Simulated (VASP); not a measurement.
# Rb2BrCl (R-3m) in VASP: notebook, part 2 of 2

VASP 6.6.1. Earlier steps stand in the parts before.

## Step 3: Single point, r2SCAN

This run uses another cell than the first one, of 38.70 Å³/atom.

Contents of POSCAR:

```
Rb2BrCl
1.0
    2.3904422861      1.3801224974      7.8205419612
   -2.3904422861      1.3801224974      7.8205419612
    0.0000000000     -2.7602449947      7.8205419612
Cl Br Rb
1 1 2
Direct
    1.0000000000      0.0000000000      0.0000000000
    0.5000000000      0.5000000000      0.5000000000
    0.2539867118      0.2539867118      0.2539867118
    0.7460132882      0.7460132882      0.7460132882
```

Contents of INCAR.step1:

```
ALGO = Normal
EDIFF = 1E-4
ENCUT = 520
GGA = PE
ISMEAR = -1
LASPH = True
LCHARG = False
LREAL = False
LWAVE = True
NBANDS = 24
NELM = 60
PREC = Accurate
SIGMA = 0.02
```

Contents of INCAR.step2:

```
ALGO = Normal
EDIFF = 1E-6
ENCUT = 520
ISIF = 2
ISMEAR = -1
ISTART = 1
LASPH = True
LCHARG = False
LMIXTAU = True
LREAL = False
LWAVE = False
METAGGA = R2SCAN
NBANDS = 24
NELM = 60
PREC = Accurate
SIGMA = 0.02
```

Contents of KPOINTS:

```
k-points
0
Gamma
  6 6 6
```

Potentials or basis: VASP PAW PBE potentials, release 64 (Cl, Br, Rb_sv).

Run with:

```bash
$ cat potpaw_PBE.64/Cl/POTCAR potpaw_PBE.64/Br/POTCAR potpaw_PBE.64/Rb_sv/POTCAR > POTCAR
$ cp INCAR.step1 INCAR
$ mpirun -np 1 vasp_std > vasp.out
$ cp INCAR.step2 INCAR
$ mpirun -np 1 vasp_std > vasp.out
```

It took 8.8 min on 1 thread of Intel Xeon 6975P-C (Granite Rapids), shared host; peak memory 0.69 GiB.

Results (log left out):

```
Free energy            : -55.5304 eV
Pressure               : 0.0 GPa
Band gap on the k mesh : 5.03 eV
```

Levels at points of the mesh, in eV from the valence-band top:
| k point | band 14 | band 15 | band 16 | band 17 | band 18 | band 19 |
| --- | --- | --- | --- | --- | --- | --- |
| (0.00, 0.00, 0.00) | -0.15 | 0.00 | 0.00 | 5.03 | 7.46 | 8.06 |
| (0.50, 0.00, 0.00) | -0.59 | -0.29 | -0.14 | 7.03 | 7.08 | 7.72 |
| (0.50, 0.50, 0.00) | -0.43 | -0.23 | -0.13 | 6.20 | 7.49 | 8.11 |
| (0.50, 0.50, 0.50) | -0.49 | -0.05 | -0.05 | 6.25 | 6.30 | 7.53 |

Caveat: the PAW data sets were made with another functional, which shifts forces and pressure a little. A k mesh can miss the band edges.

## Step 4: Single point, r2SCAN

This run uses another cell than the first one, of 38.70 Å³/atom.

POSCAR is that of step 3.

Contents of INCAR.step1:

```
PREC = Accurate
ENCUT = 520
ISMEAR = 0
SIGMA = 0.01
LREAL = False
LASPH = True
NELM = 80
NBANDS = 24
GGA = PE
ALGO = Normal
EDIFF = 1E-4
LWAVE = True
LCHARG = False
```

Contents of INCAR.step2:

```
PREC = Accurate
ENCUT = 520
EDIFF = 1E-6
ISMEAR = 0
SIGMA = 0.01
LREAL = False
LASPH = True
NELM = 80
ALGO = Normal
ISIF = 2
LWAVE = False
LCHARG = False
METAGGA = R2SCAN
LMIXTAU = True
NBANDS = 24
ISTART = 1
```

Contents of KPOINTS:

```
Automatic mesh
0
Gamma
  6 6 6
```

Run with:

```bash
$ cat potpaw_PBE.64/Cl/POTCAR potpaw_PBE.64/Br/POTCAR potpaw_PBE.64/Rb_sv/POTCAR > POTCAR
$ cp INCAR.step1 INCAR
$ mpirun -np 1 vasp_std > vasp.out
$ cp INCAR.step2 INCAR
$ mpirun -np 1 vasp_std > vasp.out
```

Run time: 8.7 min. Hardware: 1 thread of Intel Xeon 6975P-C (Granite Rapids), shared host; peak memory 0.69 GiB.

The run converged. Its results:

* Free energy: -55.5304 eV
* Pressure: 0.0 GPa
* Band gap on the k mesh: 5.03 eV

Levels at points of the mesh, in eV from the valence-band top:
```tsv
k point	band 12	band 13	band 14	band 15	band 16	band 17	band 18	band 19	band 20	band 21
(0.00, 0.00, 0.00)	-0.67	-0.67	-0.15	0.00	0.00	5.03	7.46	8.06	8.06	8.11
(0.50, 0.00, 0.00)	-0.68	-0.66	-0.59	-0.29	-0.14	7.03	7.08	7.72	8.21	9.88
(0.50, 0.50, 0.00)	-0.71	-0.68	-0.43	-0.23	-0.13	6.20	7.49	8.11	8.15	9.69
(0.50, 0.50, 0.50)	-0.63	-0.63	-0.49	-0.05	-0.05	6.25	6.30	7.53	8.03	8.76
```

Caveat: the PAW data sets were made with another functional, which shifts forces and pressure a little.

## Step 5: Relaxation of cell and atoms, PBE

This run uses another cell than the first one, of 36.79 Å³/atom.

Contents of INCAR:

```
PREC = Accurate ; ENCUT = 600
EDIFF = 1E-6 ; ISMEAR = -1
SIGMA = 0.02 ; LREAL = False
LASPH = True ; NELM = 100
ALGO = Normal ; ISIF = 3
LWAVE = False ; LCHARG = False
GGA = PE ; IBRION = 2
NSW = 80 ; EDIFFG = -0.005
```

KPOINTS is that of step 4.

Contents of POSCAR:

```
Rb2BrCl
1.0
    2.3518286689      1.3578289151      7.6810402685
   -2.3518286689      1.3578289151      7.6810402685
    0.0000000000     -2.7156578302      7.6810402685
Cl Br Rb
1 1 2
Direct
    1.0000000000      0.0000000000      0.0000000000
    0.5000000000      0.5000000000      0.5000000000
    0.2500000000      0.2500000000      0.2500000000
    0.7500000000      0.7500000000      0.7500000000
```

Run with:

```bash
$ cat potpaw_PBE.64/Cl/POTCAR potpaw_PBE.64/Br/POTCAR potpaw_PBE.64/Rb_sv/POTCAR > POTCAR
$ mpirun -np 1 vasp_std > vasp.out
```

It took 16 min on 1 thread of Intel Xeon 6975P-C (Granite Rapids), shared host; peak memory 0.84 GiB.

Results (log left out):

```yaml
Free_energy: -12.7800 eV
Relaxed_volume: 40.38 Å³/atom
Relaxed_cell: a = 8.413 Å, b = 8.413 Å, c = 8.413 Å, α = 33.49°, β = 33.49°, γ = 33.49°
Space_group_after_relaxing_to_0.1_Å: R-3m (No. 166)
Energy_gained_by_relaxing: 22.5 meV/atom
Ionic_steps: 11
Pressure_after_relaxing: 0.0 GPa
Band_gap_on_the_k_mesh: 4.33 eV
```

The path:
```
step  energy change (eV)  largest force (eV/Å)  pressure (GPa)  volume (Å³)
   1              0.0000                0.3038            1.62       147.17
   2             -0.0628                0.2164            0.63       155.23
   3             -0.0797                0.1387           -0.20       164.57
   4             -0.0803                0.1495           -0.09       163.14
   5             -0.0803                0.1520           -0.07       162.81
   6             -0.0829                0.1297           -0.05       162.52
   7             -0.0883                0.0627            0.00       161.66
   8             -0.0872                0.0748            0.12       159.96
   9             -0.0898                0.0074            0.04       160.94
  10             -0.0898                0.0037            0.04       160.90
  11             -0.0899                0.0009            0.00       161.50
```

Final structure:
```yaml
crystal:
  lattice:
    - [2.42404, 1.39952, 7.93421]
    - [-2.42404, 1.39952, 7.93421]
    - [0.00000, -2.79904, 7.93421]
  atoms:
    - { symbol: Cl, position: [0.00000, 0.00000, 0.00000] }
    - { symbol: Br, position: [0.50000, 0.50000, 0.50000] }
    - { symbol: Rb, position: [0.25377, 0.25377, 0.25377] }
    - { symbol: Rb, position: [0.74623, 0.74623, 0.74623] }
```

Levels at points of the mesh, in eV from the valence-band top:
| k point | band 12 | band 13 | band 14 | band 15 | band 16 | band 17 | band 18 | band 19 | band 20 |
| --- | --- | --- | --- | --- | --- | --- | --- | --- | --- |
| (0.00, 0.00, 0.00) | -0.59 | -0.59 | -0.13 | 0.00 | 0.00 | 4.33 | 6.87 | 7.44 | 7.44 |
| (0.50, 0.00, 0.00) | -0.62 | -0.60 | -0.56 | -0.28 | -0.14 | 6.53 | 6.60 | 6.98 | 7.42 |
| (0.50, 0.50, 0.00) | -0.65 | -0.61 | -0.40 | -0.22 | -0.12 | 5.79 | 6.91 | 7.17 | 7.43 |
| (0.50, 0.50, 0.50) | -0.56 | -0.56 | -0.47 | -0.04 | -0.04 | 5.50 | 5.57 | 7.00 | 7.45 |

## Step 6: Summary

| task | level | cell | cutoff (eV) | smearing | gap on the mesh (eV) | pressure (GPa) |
| --- | --- | --- | --- | --- | --- | --- |
| single point | PBE | a = 8.409 Å, angles 33.5°, 4 atoms, atomic positions A | 520 | fermi-dirac 0.02 eV | 4.34 | 0.0 |
| single point | r2SCAN | a = 8.293 Å, angles 33.5°, 4 atoms, atomic positions A | 520 | fermi-dirac 0.02 eV | 5.03 | 0.0 |
| single point | r2SCAN | a = 8.293 Å, angles 33.5°, 4 atoms, atomic positions A | 520 | gaussian 0.01 eV | 5.03 | 0.0 |
| relaxation of cell and atoms | PBE | relaxed from a = 8.147 Å, angles 33.6°, 4 atoms, atomic positions B | 600 | fermi-dirac 0.02 eV | 4.33 | 0.0 |

Alike in all rows: potentials or basis VASP PAW PBE potentials, release 64 (Cl, Br, Rb_sv); no spin polarisation; k mesh 6 × 6 × 6.

Caveats: the PAW data sets were made with another functional, which shifts forces and pressure a little (at least some runs).

Total energies depend on the potentials used, so only differences within one code and one set of settings carry meaning.
